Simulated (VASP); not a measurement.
# Cd3S5 (C2) in VASP: single point with PBE

Aim: the single point of Cd3S5 with PBE.

All numbers are computed with VASP 6.6.1; they aren't measurements. Logs are shortened: lines on timing, memory, paths and dates and some standing lists are left out, and cuts for length are marked.

## (1) The cell of the first run

The structure is monoclinic, space group C2 (No. 5). The conventional cell has a = 7.063 Å, b = 4.195 Å, c = 12.592 Å, α = 90.00°, β = 91.30°, γ = 90.00°. Within 3.5 Å of Cd (site symmetry 1) lie 5 S at 2.62 to 2.74 Å. Within 3.6 Å of Cd (site symmetry 2) lie 6 S at 2.70 to 2.76 Å. Within 2.8 Å of S (site symmetry 1) lie 1 S at 2.11 Å and 3 Cd at 2.62 to 2.74 Å. S (site symmetry 1) has 1 S at 2.11 Å and 3 Cd at 2.70 to 2.76 Å within 2.8 Å. S (site symmetry 2) has 4 Cd at 2.62 to 2.67 Å and 2 S at 3.26 Å within 3.5 Å.

## (2) Single point, PBE

File INCAR:

```
SYSTEM = Cd3S5
ALGO     = Normal         ! electronic algorithm
EDIFF    = 1E-6           ! SCF threshold, eV
ENCUT    = 520            ! plane-wave cutoff, eV
GGA      = PE             ! functional
ISIF     = 2              ! what is computed and relaxed
ISMEAR   = 0              ! smearing method
LASPH    = .TRUE.         ! aspherical terms in the spheres
LCHARG   = .FALSE.        ! write CHGCAR
LREAL    = .FALSE.        ! projectors in reciprocal space
LWAVE    = .FALSE.        ! write WAVECAR
NBANDS   = 43             ! bands
NELM     = 60             ! most SCF steps
PREC     = Accurate       ! precision mode
SIGMA    = 0.01           ! smearing width, eV
```

File KPOINTS:

```
k-points
0
G
  10 10 4
  0 0 0
```

File POSCAR:

```
Cd3S5
1.0
    3.5313385559     -2.0975965779     -0.0009943481
    3.5313385559      2.0975965779     -0.0009943481
   -0.2811131176      0.0000000000     12.5892717838
Cd S
3 5
Direct
    0.6629991827      0.7912256174      0.3680868325
    0.2087743826      0.3370008173      0.6319131675
    0.0299555274      0.9700444726      0.0000000000
    0.5727478529      0.6733443464      0.7307691387
    0.6816380539      0.6385453421      0.8959855547
    0.3266556536      0.4272521471      0.2692308613
    0.3614546579      0.3183619461      0.1040144453
    0.1521145697      0.8478854303      0.5000000000
```

Potentials or basis: VASP PAW PBE potentials, release 64 (Cd, S).

Run with:

```console
$ cat potpaw_PBE.64/Cd/POTCAR potpaw_PBE.64/S/POTCAR > POTCAR
$ mpirun -np 1 vasp_std > vasp.out
```

OUTCAR:

```text
SYSTEM = Cd3S5
   EDIFF = 1E-6
   ENCUT = 520
   GGA = PE
   ISIF = 2
   ISMEAR = 0
   LASPH = .TRUE.
   LREAL = .FALSE.
   NELM = 60
   PREC = Accurate

 ion  position               nearest neighbor table
   1  0.663  0.791  0.368-   8 2.62   6 2.62   8 2.67   6 2.72   6 2.74
   2  0.209  0.337  0.632-   8 2.62   4 2.62   8 2.67   4 2.72   4 2.74
   3  0.030  0.970  0.000-   5 2.70   7 2.70   7 2.71   5 2.71   5 2.76   7 2.76
   4  0.573  0.673  0.731-   5 2.11   2 2.62   2 2.72   2 2.74
   5  0.682  0.639  0.896-   4 2.11   3 2.70   3 2.71   3 2.76
   6  0.327  0.427  0.269-   7 2.11   1 2.62   1 2.72   1 2.74
   7  0.361  0.318  0.104-   6 2.11   3 2.70   3 2.71   3 2.76
   8  0.152  0.848  0.500-   1 2.62   2 2.62   2 2.67   1 2.67

  LATTYP: Found a base centered monoclinic cell.
 ALAT       =     7.0626773918
 B/A-ratio  =     0.5939947308
 C/A-ratio  =     1.7829513176
 COS(beta)  =    -0.0226055197

  Lattice vectors:

 A1 = (   3.5313385559,  -2.0975965779,  -0.0009943481)
 A2 = (   3.5313385559,   2.0975965779,  -0.0009943481)
 A3 = (  -0.2811131176,   0.0000000000,  12.5892717838)

Analysis of symmetry for initial positions (statically):
=====================================================================
 Subroutine PRICEL returns:
 Original cell was already a primitive cell.

 Routine SETGRP: Setting up the symmetry group for a
 base centered monoclinic supercell.

 Subroutine GETGRP returns: Found  2 space group operations
 (whereof  2 operations were pure point group operations)
 out of a pool of  4 trial point group operations.

The static configuration has the point symmetry C_2 .

Analysis of symmetry for dynamics (positions and initial velocities):
=====================================================================
 Subroutine PRICEL returns:
 Original cell was already a primitive cell.

 Routine SETGRP: Setting up the symmetry group for a
 base centered monoclinic supercell.

 Subroutine GETGRP returns: Found  2 space group operations
 (whereof  2 operations were pure point group operations)
 out of a pool of  4 trial point group operations.

The dynamic configuration has the point symmetry C_2 .

 Subroutine INISYM returns: Found  2 space group operations
 (whereof  2 operations are pure point group operations),
 and found     1 'primitive' translations

[... 109 lines left out ...]
   NSW    =      0    number of steps for IOM
   IBRION =     -1    ionic relax: 0-MD 1-quasi-New 2-CG
   NFREE  =      0    steps in history (QN), initial steepest desc. (CG)
   ISIF   =      2    stress and relaxation
   ISYM   =      2    0-nonsym 1-usesym 2-fastsym
   POTIM  = 0.5000    time-step for ionic-motion
   TEBEG  =    0.0;   TEEND  =   0.0 temperature during run
   PSTRESS=    0.0 pullay stress
   NELECT =      66.0000    total number of electrons
   NUPDOWN=      -1.0000    fix difference up-down
   EMIN   =  10.00;   EMAX   =-10.00  energy-range for DOS
   EFERMI =   0.00;   METHOD = LEGACY
   ISMEAR =     0;   SIGMA  =   0.01  broadening in eV -4-tet -1-fermi 0-gaus
   EFERMI_NEDOS =   21; number of points for ismear=-14 and -15
   IALGO  =     38    algorithm
   IMIX   =      4    mixing-type and parameters
     AMIX     =   0.40;   BMIX     =  1.00
     AMIX_MAG =   1.60;   BMIX_MAG =  1.00
  volume/ion in A,a.u.               =      23.31       157.32
  Fermi-wavevector in a.u.,A,eV,Ry     =   1.157959  2.188225 18.243622  1.340868
  Thomas-Fermi vector in A             =   2.294565
   LORBIT       =      0    0 simple, 1 ext, 2 COOP (PROOUT), +10 PAW based schemes
   GGA     = PE    functional components
   LHFCALC =     F    Hartree Fock is set to
   AEXX    =    0.0000 exact exchange contribution
   IVDW    =     0    specifies the selected vdW correction
   LEPSILON=     F    determine dielectric tensor
   LRPA    =     F    only Hartree local field effects (RPA)
 non-spin polarized calculation
 Gauss-broadening in eV      SIGMA  =   0.01
  energy-cutoff  :      520.00
  volume of cell :      186.50
 maximum number of plane-waves:      5052
   NGX = 15   NGY = 15   NGZ = 47

 number of electron      66.0000004 magnetization

 Free energy of the ion-electron system (eV)
  ---------------------------------------------------
  ext. energy  EPLUGINS =         0.00000000
  ---------------------------------------------------
  free energy    TOTEN  =       -25.42103937 eV

  energy without entropy =      -25.42103937  energy(sigma->0) =      -25.42103937

 E-fermi :   2.7070     XC(G=0):  -9.3735

 val. band max:        2.6095397565   @ k =  -0.2000   0.0000   0.2500
 cond. band min:       2.7522058539   @ k =   0.0000   0.0000   0.0000
 fundamental gap:      0.1426660974
 Fermi energy:         2.7069681729

 k-point     1 :       0.0000    0.0000    0.0000
  band No.  band energies     occupation
      1     -12.1780      2.00000
      2     -11.9566      2.00000
      3      -9.8910      2.00000
      4      -8.8736      2.00000
      5      -8.4147      2.00000
      6      -5.6902      2.00000
[... 1093 lines left out ...]
     42       8.7663      0.00000
     43       9.2951      0.00000

 [... further k-points ...]

------------------------ aborting loop because EDIFF is reached ----------------------------------------

  FORCE on cell =-STRESS in cart. coord.  units (eV):
  Direction    XX          YY          ZZ          XY          YZ          ZX
  --------------------------------------------------------------------------------------
  -------------------------------------------------------------------------------------
  Total        0.3023964      0.3053662     -0.1106111      0.0000000      0.0000000     -0.0781756
  in kB        2.5977541      2.6232664     -0.9502114      0.0000000      0.0000000     -0.6715718
  external PRESSURE =       1.4236030 kB  Pullay stress =       0.0000000 kB

 VOLUME and BASIS-vectors are now :
 -----------------------------------------------------------------------------
  energy-cutoff  :      520.00
  volume of cell :      186.50
      direct lattice vectors                 reciprocal lattice vectors
     3.531338556 -2.097596578 -0.000994348     0.141590260 -0.238368047  0.003161651
     3.531338556  2.097596578 -0.000994348     0.141590260  0.238368047  0.003161651
    -0.281113118  0.000000000 12.589271784     0.000022367  0.000000000  0.079433211

 POSITION                                       TOTAL-FORCE (eV/Angst)
 -----------------------------------------------------------------------------------
      5.03189      0.26897      4.63250         0.004331     -0.005221      0.009820
      1.74968      0.26897      7.95478        -0.004331     -0.005221     -0.009820
      3.53134      1.97193     -0.00099         0.000000      0.002119      0.000000
      4.19494      0.21101      9.19861         0.011399     -0.010847      0.122410
      4.41014     -0.09039     11.27849        -0.008171      0.008625     -0.120647
      2.58662      0.21101      3.38867        -0.011399     -0.010847     -0.122410
      2.37142     -0.09039      1.30879         0.008171      0.008625      0.120647
      3.39078      1.45945      6.29364         0.000000      0.012767     -0.000000
 -----------------------------------------------------------------------------------
    total drift:                                0.000000      0.000113      0.000000

  FREE ENERGIE OF THE ION-ELECTRON SYSTEM (eV)
  ---------------------------------------------------
  free  energy   TOTEN  =       -25.4210393658 eV

  energy  without entropy=      -25.4210393658  energy(sigma->0) =      -25.42103937
```

Run time: 22 min. Hardware: 1 thread of Oxide Virtual Turin-like, shared host; peak memory 0.75 GiB.

What came out:

| Item | Value |
| --- | --- |
| Free energy | -25.4210 eV |
| Pressure | 0.1 GPa |
| Largest force | 0.123 eV/Å |
| Band gap on the k mesh | 0.14 eV (least direct gap 0.23 eV) |

Forces in eV/Å, atoms in the order of the input:
```
Cd   0.004 -0.005  0.010
Cd  -0.004 -0.005 -0.010
Cd   0.000  0.002  0.000
S    0.011 -0.011  0.122
S   -0.008  0.009 -0.121
S   -0.011 -0.011 -0.122
S    0.008  0.009  0.121
S    0.000  0.013  0.000
```

Stress tensor (GPa, compression positive):
```
 0.26  0.00 -0.07
 0.00  0.26  0.00
-0.07  0.00 -0.10
```

Caveat: semilocal functionals underestimate gaps, and a narrow one can read as zero. A k mesh can miss the band edges.
